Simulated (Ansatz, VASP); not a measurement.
Two plane-wave programs on InP

```
In P
1.0
     0.00000    2.93926    2.93926
     2.93926    0.00000    2.93926
     2.93926    2.93926    0.00000
In P
1 1
Direct
  0.00000 0.00000 0.00000
  0.75000 0.75000 0.75000
```

Alike in both runs: task single point; functional PBEsol; k mesh 10 × 10 × 10; occupations gaussian, width 0.02 eV; no spin polarisation.

|  | VASP | Ansatz |
| --- | --- | --- |
| version | VASP 6.6.1 | Ansatz 0.2.0 |
| potentials or method | VASP PAW PBE potentials, release 64 (In_d, P), cutoff 500 eV | scalar-relativistic, plane waves, PAW |
| valence electrons in the cell | 18 | 18 |

|  | VASP | Ansatz | Ansatz less VASP |
| --- | --- | --- | --- |
| gap on the k mesh at the Fermi level (eV) | 0.57 | 0.57 | +0.002 |
| least direct gap on the mesh (eV) | 0.57 | 0.57 | +0.002 |
| pressure (GPa) | 0.0 | 0.0 | +0.01 |

VASP's potentials were made for PBE, not for PBEsol.
